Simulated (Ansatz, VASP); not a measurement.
# One calculation of As, two programs

INCAR

```
ALGO = Normal
DIPOL = 0.5 0.5 0.500
EDIFF = 1E-7
ENCUT = 520
GGA = CA
IDIPOL = 3
ISIF = 2
ISMEAR = 0
LASPH = T
LCHARG = F
LDIPOL = T
LREAL = F
LWAVE = F
NBANDS = 12
NELM = 80
PREC = Accurate
SIGMA = 0.02
```

Contents of KPOINTS:

```
k-points
0
Gamma
  9 9 1
```

POSCAR

```
As
1.0
    3.6890000000      0.0000000000      0.0000000000
   -1.8445000000      3.1947677146      0.0000000000
    0.0000000000      0.0000000000     28.0000000000
As
2
Direct
    0.3333333333      0.6666666667      0.5211428571
    0.6666666667      0.3333333333      0.4788571429
```

Input for Ansatz:

```yaml
crystal:
  lattice:
    - [3.689, 0.0, 0.0]
    - [-1.8445, 3.1947677146, 0.0]
    - [0.0, 0.0, 28.0]
  atoms:
    - { symbol: As, position: [0.3333333333, 0.6666666667, 0.5211428571] }
    - { symbol: As, position: [0.6666666667, 0.3333333333, 0.4788571429] }
  periodic: [true, true, false]
basis:
  ecutwfc: 420
kpoints:
  mp_grid: { grid: [9, 9, 1] }
hamiltonian:
  xc: lda
scf:
  occupations: { method: gaussian, width: 0.02 }
output:
  forces: true
  stress: true
  eigenvalues: true
```

Alike in both runs: task single point; functional LDA; k mesh 9 × 9 × 1; occupations gaussian, width 0.02 eV; no spin polarisation.

```csv
,VASP,Ansatz
version,VASP 6.6.1,Ansatz 0.2.0
potentials or method,"VASP PAW LDA potentials, release 64 (As), cutoff 520 eV","scalar-relativistic, plane waves, PAW"
valence electrons in the cell,10,30
```

VASP gave:

```
gap on the k mesh at the Fermi level (eV) : 0.44
least direct gap on the mesh (eV)         : 0.50
rms of the force components (eV/Å)        : 1.165
```

Estimate Ansatz's values.

gap on the k mesh at the Fermi level (eV): 0.49; least direct gap on the mesh (eV): 0.54; rms of the force components (eV/Å): 1.089.

LDA's correlation is that of Perdew and Zunger in VASP and of Perdew and Wang (1992) in Ansatz. Atom by atom the forces differ by 0.077 eV/Å (rms over components). VASP's potentials hold 10 valence electrons a cell and Ansatz's 30, so a difference there can come from the potentials and not from the codes.
